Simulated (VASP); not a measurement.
# Au (Fm-3m) in VASP: further runs

Runs on Au. Level: PBEsol. Tasks: single point, relaxation of volume and atoms at fixed shape.

All numbers are computed with VASP 6.6.1; they aren't measurements. Logs are shortened: lines on timing, memory, paths and dates and some standing lists are left out, and cuts for length are marked.

## 1. The cell of the first run

The structure is cubic, space group Fm-3m (No. 225). Conventional cell: a = 4.083 Å, b = 4.083 Å, c = 4.083 Å, α = 90.00°, β = 90.00°, γ = 90.00°. Au (site symmetry m-3m) has 12 Au at 2.89 Å within 3.8 Å.

## 2. Single point, PBEsol

Contents of INCAR:

```
SYSTEM = Au
PREC = Accurate
ENCUT = 520
EDIFF = 1E-6
ISMEAR = -1
SIGMA = 0.1
LREAL = .FALSE.
LASPH = .TRUE.
NELM = 100
ALGO = Normal
ISIF = 2
LWAVE = .FALSE.
LCHARG = .FALSE.
GGA = PS
NBANDS = 12
```

Contents of KPOINTS:

```
Automatic mesh
0
G
  18 18 18
  0 0 0
```

Contents of POSCAR:

```
Au
1.0
    0.0000000000      2.0416705590      2.0416705590
    2.0416705590      0.0000000000      2.0416705590
    2.0416705590      2.0416705590      0.0000000000
Au
1
Direct
    0.0000000000      0.0000000000      0.0000000000
```

Potentials or basis: VASP PAW PBE potentials, release 64 (Au).

Launch:

```bash
> cat potpaw_PBE.64/Au/POTCAR > POTCAR
> mpirun -np 1 vasp_std > vasp.out
```

OUTCAR:

```text
SYSTEM = Au
   PREC = Accurate
   ENCUT = 520
   EDIFF = 1E-6
   ISMEAR = -1
   LREAL = .FALSE.
   LASPH = .TRUE.
   NELM = 100
   ISIF = 2
   GGA = PS

 ion  position               nearest neighbor table
   1  0.000  0.000  0.000-

  LATTYP: Found a face centered cubic cell.
 ALAT       =     4.0833411180

  Lattice vectors:

 A1 = (   0.0000000000,   2.0416705590,   2.0416705590)
 A2 = (   2.0416705590,   0.0000000000,   2.0416705590)
 A3 = (   2.0416705590,   2.0416705590,   0.0000000000)

Analysis of symmetry for initial positions (statically):
=====================================================================
 Subroutine PRICEL returns:
 Original cell was already a primitive cell.

 Routine SETGRP: Setting up the symmetry group for a
 face centered cubic supercell.

 Subroutine GETGRP returns: Found 48 space group operations
 (whereof 48 operations were pure point group operations)
 out of a pool of 48 trial point group operations.

The static configuration has the point symmetry O_h .

Analysis of symmetry for dynamics (positions and initial velocities):
=====================================================================
 Subroutine PRICEL returns:
 Original cell was already a primitive cell.

 Routine SETGRP: Setting up the symmetry group for a
 face centered cubic supercell.

 Subroutine GETGRP returns: Found 48 space group operations
 (whereof 48 operations were pure point group operations)
 out of a pool of 48 trial point group operations.

The dynamic configuration has the point symmetry O_h .

 Subroutine INISYM returns: Found 48 space group operations
 (whereof 48 operations are pure point group operations),
 and found     1 'primitive' translations

----------------------------------------------------------------------------------------

                                     Primitive cell

  volume of cell :      17.0211

  direct lattice vectors                    reciprocal lattice vectors
     0.000000000  2.041670559  2.041670559    -0.244897492  0.244897492  0.244897492
     2.041670559  0.000000000  2.041670559     0.244897492 -0.244897492  0.244897492
     2.041670559  2.041670559  0.000000000     0.244897492  0.244897492 -0.244897492

  length of vectors
     2.887358194  2.887358194  2.887358194     0.424174899  0.424174899  0.424174899

  position of ions in fractional coordinates (direct lattice)
     0.000000000  0.000000000  0.000000000

  ion indices of the primitive-cell ions
   primitive index   ion index
                 1           1

----------------------------------------------------------------------------------------

 KPOINTS: Automatic mesh

Automatic generation of k-mesh.
 Grid dimensions read from file:
 generate k-points for:   18   18   18

 Generating k-lattice:

  Cartesian coordinates                     Fractional coordinates (reciprocal lattice)
    -0.013605416  0.013605416  0.013605416     0.055555556  0.000000000  0.000000000
     0.013605416 -0.013605416  0.013605416     0.000000000  0.055555556  0.000000000
     0.013605416  0.013605416 -0.013605416     0.000000000  0.000000000  0.055555556

  Length of vectors
     0.023565272  0.023565272  0.023565272

  Shift w.r.t. Gamma in fractional coordinates (k-lattice)
     0.000000000  0.000000000  0.000000000

 Subroutine IBZKPT returns following result:
 ===========================================

 Found    195 irreducible k-points:

 Following reciprocal coordinates:
            Coordinates               Weight
  0.000000  0.000000  0.000000      1.000000
  0.055556  0.000000  0.000000      8.000000
  0.111111  0.000000  0.000000      8.000000
  0.166667  0.000000  0.000000      8.000000
  0.222222  0.000000  0.000000      8.000000
  0.277778  0.000000  0.000000      8.000000
[... 16 lines left out ...]
 -0.277778  0.055556  0.000000     24.000000
 -0.222222  0.055556  0.000000     24.000000
 [... further k-points ...]
   k-points           NKPTS =    195   k-points in BZ     NKDIM =    195   number of bands    NBANDS=     12
   number of dos      NEDOS =    301   number of ions     NIONS =      1
   total plane-waves  NPLWV =  13824
   dimension x,y,z NGX =    24 NGY =   24 NGZ =   24
   dimension x,y,z NGXF=    48 NGYF=   48 NGZF=   48
   ions per type =               1
   NGX,Y,Z   is equivalent  to a cutoff of  13.82, 13.82, 13.82 a.u.
   NGXF,Y,Z  is equivalent  to a cutoff of  27.64, 27.64, 27.64 a.u.
 SYSTEM =  Au
   PREC   = accura    normal or accurate (medium, high low for compatibility)
   ISTART =      0    job   : 0-new  1-cont  2-samecut
   ICHARG =      2    charge: 1-file 2-atom 10-const
   ISPIN  =      1    spin polarized calculation?
   LNONCOLLINEAR =      F non collinear calculations
   LSORBIT =      F    spin-orbit coupling
   LASPH  =      T    aspherical Exc in radial PAW
   ENCUT  =  520.0 eV  38.22 Ry    6.18 a.u.   5.37  5.37  5.37*2*pi/ulx,y,z
   NELM   =    100;   NELMIN=  2; NELMDL= -5     # of ELM steps
   EDIFF  = 0.1E-05   stopping-criterion for ELM
   LREAL  =      F    real-space projection
   EDIFFG = 0.1E-04   stopping-criterion for IOM
   NSW    =      0    number of steps for IOM
   IBRION =     -1    ionic relax: 0-MD 1-quasi-New 2-CG
   NFREE  =      0    steps in history (QN), initial steepest desc. (CG)
   ISIF   =      2    stress and relaxation
   ISYM   =      2    0-nonsym 1-usesym 2-fastsym
   POTIM  = 0.5000    time-step for ionic-motion
   TEBEG  =    0.0;   TEEND  =   0.0 temperature during run
   PSTRESS=    0.0 pullay stress
   NELECT =      11.0000    total number of electrons
   NUPDOWN=      -1.0000    fix difference up-down
   EMIN   =  10.00;   EMAX   =-10.00  energy-range for DOS
   EFERMI =   0.00;   METHOD = LEGACY
   ISMEAR =    -1;   SIGMA  =   0.10  broadening in eV -4-tet -1-fermi 0-gaus
   EFERMI_NEDOS =   21; number of points for ismear=-14 and -15
   IALGO  =     38    algorithm
   IMIX   =      4    mixing-type and parameters
     AMIX     =   0.40;   BMIX     =  1.00
     AMIX_MAG =   1.60;   BMIX_MAG =  1.00
  volume/ion in A,a.u.               =      17.02       114.86
  Fermi-wavevector in a.u.,A,eV,Ry     =   1.415392  2.674703 27.257020  2.003334
  Thomas-Fermi vector in A             =   2.536835
   LORBIT       =      0    0 simple, 1 ext, 2 COOP (PROOUT), +10 PAW based schemes
   GGA     = PS    functional components
   LHFCALC =     F    Hartree Fock is set to
   AEXX    =    0.0000 exact exchange contribution
   IVDW    =     0    specifies the selected vdW correction
   LEPSILON=     F    determine dielectric tensor
   LRPA    =     F    only Hartree local field effects (RPA)
 non-spin polarized calculation
  energy-cutoff  :      520.00
  volume of cell :       17.02
 maximum number of plane-waves:       473
 NGX is ok and might be reduce to    24
   NGX = 11   NGY = 11   NGZ = 11

 number of electron      11.0000000 magnetization

 Free energy of the ion-electron system (eV)
  ---------------------------------------------------
  ext. energy  EPLUGINS =         0.00000000
  ---------------------------------------------------
  free energy    TOTEN  =        -3.92892581 eV

  energy without entropy =       -3.91982728  energy(sigma->0) =       -3.92437654

 E-fermi :   9.2853     XC(G=0): -12.8920

 val. band max:        9.2719641898   @ k =   0.5000   0.2778   0.1111
 cond. band min:       9.3235073504   @ k =   0.4444   0.4444   0.0000
 fundamental gap:      0.0515431606
 Fermi energy:         9.2853400360

 k-point     1 :       0.0000    0.0000    0.0000
  band No.  band energies     occupation
      1      -0.6353      2.00000
      2       4.6127      2.00000
      3       4.6127      2.00000
      4       4.6127      2.00000
      5       6.1459      2.00000
      6       6.1459      2.00000
      7      23.7968      0.00000
      8      27.7982      0.00000
      9      27.7982      0.00000
     10      27.7982      0.00000
     11      32.6687      0.00000
     12      37.3452      0.00000

 k-point     2 :       0.0556    0.0000    0.0000
  band No.  band energies     occupation
      1      -0.5272      2.00000
      2       4.5765      2.00000
      3       4.6504      2.00000
      4       4.6504      2.00000
      5       6.1285      2.00000
      6       6.1285      2.00000
      7      23.9264      0.00000
      8      27.0805      0.00000
      9      27.9276      0.00000
     10      27.9276      0.00000
     11      33.2864      0.00000
     12      35.9988      0.00000

 k-point     3 :       0.1111    0.0000    0.0000
  band No.  band energies     occupation
      1      -0.2114      2.00000
      2       4.4845      2.00000
      3       4.7488      2.00000
      4       4.7488      2.00000
      5       6.0928      2.00000
      6       6.0928      2.00000
      7      24.2205      0.00000
      8      25.6004      0.00000
      9      28.2933      0.00000
     10      28.2933      0.00000
     11      33.0652      0.00000
     12      35.3639      0.00000

 k-point     4 :       0.1667    0.0000    0.0000
  band No.  band energies     occupation
      1       0.2813      2.00000
      2       4.3879      2.00000
      3       4.8591      2.00000
      4       4.8591      2.00000
      5       6.0920      2.00000
      6       6.0920      2.00000
      7      23.4813      0.00000
      8      24.9008      0.00000
      9      28.8108      0.00000
     10      28.8108      0.00000
     11      31.6521      0.00000
     12      33.8776      0.00000

 k-point     5 :       0.2222    0.0000    0.0000
  band No.  band energies     occupation
      1       0.8784      2.00000
      2       4.3837      2.00000
      3       4.9071      2.00000
      4       4.9071      2.00000
      5       6.2016      2.00000
      6       6.2016      2.00000
      7      21.5070      0.00000
      8      24.9799      0.00000
      9      29.2331      0.00000
     10      29.2331      0.00000
     11      30.9618      0.00000
     12      32.6368      0.00000

 k-point     6 :       0.2778    0.0000    0.0000
  band No.  band energies     occupation
      1       1.4358      2.00000
      2       4.6342      2.00000
      3       4.8627      2.00000
      4       4.8627      2.00000
      5       6.4440      2.00000
      6       6.4440      2.00000
      7      19.3462      0.00000
      8      24.6616      0.00000
      9      28.9946      0.00000
     10      28.9946      0.00000
     11      31.3335      0.00000
     12      32.2729      0.00000

 k-point     7 :       0.3333    0.0000    0.0000
  band No.  band energies     occupation
      1       1.7871      2.00000
      2       4.7673      2.00000
      3       4.7673      2.00000
      4       5.3079      2.00000
      5       6.7574      2.00000
      6       6.7574      2.00000
      7      17.1450      0.00000
      8      24.1319      0.00000
      9      28.1132      0.00000
     10      28.1132      0.00000
     11      32.4383      0.00000
     12      32.7744      0.00000

 k-point     8 :       0.3889    0.0000    0.0000
  band No.  band energies     occupation
      1       1.9224      2.00000
      2       4.6702      2.00000
      3       4.6702      2.00000
      4       6.3801      2.00000
      5       7.0581      2.00000
      6       7.0581      2.00000
      7      15.0339      0.00000
      8      23.6541      0.00000
      9      27.2214      0.00000
     10      27.2214      0.00000
     11      33.4712      0.00000
     12      33.4712      0.00000
[... 166 lines left out ...]
 k-point    20 :      -0.4444    0.0556    0.0000
  band No.  band energies     occupation
      1       2.0350      2.00000
      2       4.5416      2.00000
      3       4.6436      2.00000
      4       6.7844      2.00000
      5       7.2536      2.00000
      6       8.5828      1.99822
      7      12.7873      0.00000
      8      23.3691      0.00000
      9      25.8396      0.00000
     10      26.5302      0.00000
     11      34.0353      0.00000
     12      34.2416      0.00000

 k-point    21 :      -0.3889    0.0556    0.0000
  band No.  band energies     occupation
      1       2.0236      2.00000
      2       4.6059      2.00000
      3       4.6917      2.00000
      4       6.2804      2.00000
      5       7.0121      2.00000
      6       7.8010      2.00000
      7      14.4225      0.00000
      8      23.5979      0.00000
      9      26.0258      0.00000
     10      27.3060      0.00000
     11      33.2670      0.00000
     12      33.9267      0.00000

 k-point    22 :      -0.3333    0.0556    0.0000
  band No.  band energies     occupation
      1       1.9407      2.00000
      2       4.7003      2.00000
      3       4.7797      2.00000
      4       5.4158      2.00000
      5       6.6818      2.00000
      6       7.2674      2.00000
      7      16.4734      0.00000
      8      23.9992      0.00000
      9      26.5279      0.00000
     10      28.4448      0.00000
     11      32.1050      0.00000
     12      33.2488      0.00000

 k-point    23 :      -0.2778    0.0556    0.0000
  band No.  band energies     occupation
      1       1.6731      2.00000
      2       4.6381      2.00000
      3       4.8668      2.00000
      4       4.8848      2.00000
      5       6.3317      2.00000
      6       6.8649      2.00000
      7      18.6633      0.00000
      8      24.4924      0.00000
      9      27.2115      0.00000
     10      29.8348      0.00000
     11      30.8691      0.00000
     12      32.3648      0.00000

 k-point    24 :      -0.2222    0.0556    0.0000
  band No.  band energies     occupation
      1       1.1689      2.00000
      2       4.3351      2.00000
      3       4.9196      2.00000
      4       4.9587      2.00000
      5       6.0478      2.00000
      6       6.5327      2.00000
      7      20.8531      0.00000
      8      24.8852      0.00000
      9      27.8180      0.00000
     10      30.0900      0.00000
     11      30.6988      0.00000
     12      32.1389      0.00000

 [... further k-points ...]
[... 5 lines left out ...]
  --------------------------------------------------------------------------------------
  -------------------------------------------------------------------------------------
  Total       -0.0300668     -0.0300668     -0.0300668     -0.0000000     -0.0000000     -0.0000000
  in kB       -2.8301578     -2.8301578     -2.8301578     -0.0000000     -0.0000000     -0.0000000
  external PRESSURE =      -2.8301578 kB  Pullay stress =       0.0000000 kB

 VOLUME and BASIS-vectors are now :
 -----------------------------------------------------------------------------
  energy-cutoff  :      520.00
  volume of cell :       17.02
      direct lattice vectors                 reciprocal lattice vectors
     0.000000000  2.041670559  2.041670559    -0.244897492  0.244897492  0.244897492
     2.041670559  0.000000000  2.041670559     0.244897492 -0.244897492  0.244897492
     2.041670559  2.041670559  0.000000000     0.244897492  0.244897492 -0.244897492

 POSITION                                       TOTAL-FORCE (eV/Angst)
 -----------------------------------------------------------------------------------
      0.00000      0.00000      0.00000         0.000000      0.000000      0.000000
 -----------------------------------------------------------------------------------
    total drift:                                0.000000      0.000000     -0.000000

  FREE ENERGIE OF THE ION-ELECTRON SYSTEM (eV)
  ---------------------------------------------------
  free  energy   TOTEN  =        -3.9289258055 eV

  energy  without entropy=       -3.9198272785  energy(sigma->0) =       -3.92437654
```

Wall time 24 s (1 thread of Intel Xeon Platinum 8488C (Sapphire Rapids), shared host); peak memory 0.16 GiB.

Results:

```
Free energy : -3.9289 eV
Pressure    : -0.3 GPa
```

Caveat: the PAW data sets were made with another functional, which shifts forces and pressure a little; spin-orbit coupling is left out, which moves the levels of the heavy elements.

[end of part 1 of 2]
